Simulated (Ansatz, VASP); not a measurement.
Two plane-wave programs on InTe3W

```
In Te W
1.0
     3.66051    2.11340    3.28853
    -3.66051    2.11340    3.28853
     0.00000   -4.22680    3.28853
In Te W
1 3 1
Direct
  0.50000 0.50000 0.50000
  0.08170 0.50000 0.91830
  0.91830 0.08170 0.50000
  0.50000 0.91830 0.08170
  0.00000 0.00000 0.00000
```

Change from the starting cell: species swapped into the Ag3SI type (R32, No. 155).

Alike in both runs: functional PBE; k mesh 3 × 3 × 3; occupations gaussian, width 0.1 eV; no spin polarisation.

Ansatz relaxed the structure, and its values are those at the end. VASP's run is a single point on that final structure, the one shown.

```csv
,VASP,Ansatz
version,VASP 6.6.1,Ansatz 0.2.0
potentials or method,"VASP PAW PBE potentials, release 64 (In_d, Te, W_sv), cutoff 500 eV","scalar-relativistic, plane waves, PAW"
valence electrons in the cell,45,75
```

```csv
,VASP,Ansatz,Ansatz less VASP
gap on the k mesh at the Fermi level (eV),none,none,-
pressure (GPa),-0.1,-0.1,+0.03
rms of the force components (eV/Å),0.009,0.009,+0.0004
```

A gap of «none» marks a metal or a gap that the smearing closes. With one functional, cell and mesh, what is left measures potentials, basis and numerics. VASP's potentials hold 45 valence electrons a cell and Ansatz's 75, so a difference there can come from the potentials and not from the codes.

The k mesh is coarse, so the values compare programs but aren't converged. Neither program's run includes spin-orbit coupling.
